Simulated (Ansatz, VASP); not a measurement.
Two plane-wave programs on MgO

```
Mg O
1.0
     0.00000    2.15445    2.15445
     2.15445    0.00000    2.15445
     2.15445    2.15445    0.00000
Mg O
1 1
Direct
  0.00000 0.00000 0.00000
  0.50000 0.50000 0.50000
```

Alike in both runs: task single point; functional PBE; k mesh 9 × 9 × 9; occupations fermi-dirac, width 0.05 eV; no spin polarisation.

```csv
,VASP,Ansatz
version,VASP 6.6.1,Ansatz 0.2.0
potentials or method,"VASP PAW PBE potentials, release 64 (Mg, O), cutoff 600 eV","PAW, plane waves, scalar-relativistic"
valence electrons in the cell,8,16
```

VASP gave:

| Quantity | Value |
| --- | --- |
| gap on the k mesh at the Fermi level (eV) | 4.09 |
| pressure (GPa) | -6.3 |

**Question.** What did Ansatz give for the same quantities?

**Answer.** gap on the k mesh at the Fermi level (eV): 4.11; pressure (GPa): -5.3.

With one functional, cell and mesh, what is left measures potentials, basis and numerics. VASP's potentials hold 8 valence electrons a cell and Ansatz's 16, so a difference there can come from the potentials and not from the codes.
